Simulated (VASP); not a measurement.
Crystal: Zr.

```
Zr
1.0
     5.36343    0.00000    0.00000
    -2.68171    4.64487    0.00000
     0.00000    0.00000    3.28802
Zr
3
Direct
  0.00000 0.00000 0.00000
  0.33333 0.66667 0.50000
  0.66667 0.33333 0.50000
```

This isn't the form of Zr at room conditions, which is hcp.

* Program: VASP 6.6.1
* Task: relaxation of cell and atoms
* Functional: PBEsol
* Potentials or basis: VASP PAW PBE potentials, release 64 (Zr_sv)
* Cutoff: 600 eV
* k mesh: 6 × 6 × 6
* Occupations: gaussian, width 0.1 eV
* Spin: no spin polarisation

At the start: pressure -14.5 GPa; volume 27.30 Å³/atom.

Question: How do energy, volume and symmetry change on relaxing?

Answer: Over 9 steps the energy falls by 272.1 meV/atom and the volume is 22.22 Å³/atom (-18.6 %); space group P6/mmm (No. 191, to 0.1 Å) before and after.

Step by step:
```csv
step,energy change (eV),largest force (eV/Å),pressure (GPa),volume (Å³)
1,0.0000,0.0000,-14.46,81.91
2,-0.1160,0.0000,23.94,56.03
3,-0.8114,0.0000,-0.48,67.00
4,-0.8120,0.0000,-0.01,66.69
5,-0.8118,0.0000,0.42,66.40
6,-0.8161,0.0000,0.43,66.40
7,-0.8161,0.0000,0.43,66.40
8,-0.8161,0.0000,-0.39,66.93
9,-0.8164,0.0000,0.00,66.67
```

Final structure:
```
Zr
1.0
     4.96717    0.00000    0.00000
    -2.48358    4.30169    0.00000
     0.00000    0.00000    3.12034
Zr
3
Direct
  0.00000 0.00000 0.00000
  0.33333 0.66667 0.50000
  0.66667 0.33333 0.50000
```

Caveat: the volume moved by over 15 % at a fixed basis, so the end points are rough; the PAW data sets were made with another functional, which shifts forces and pressure a little.
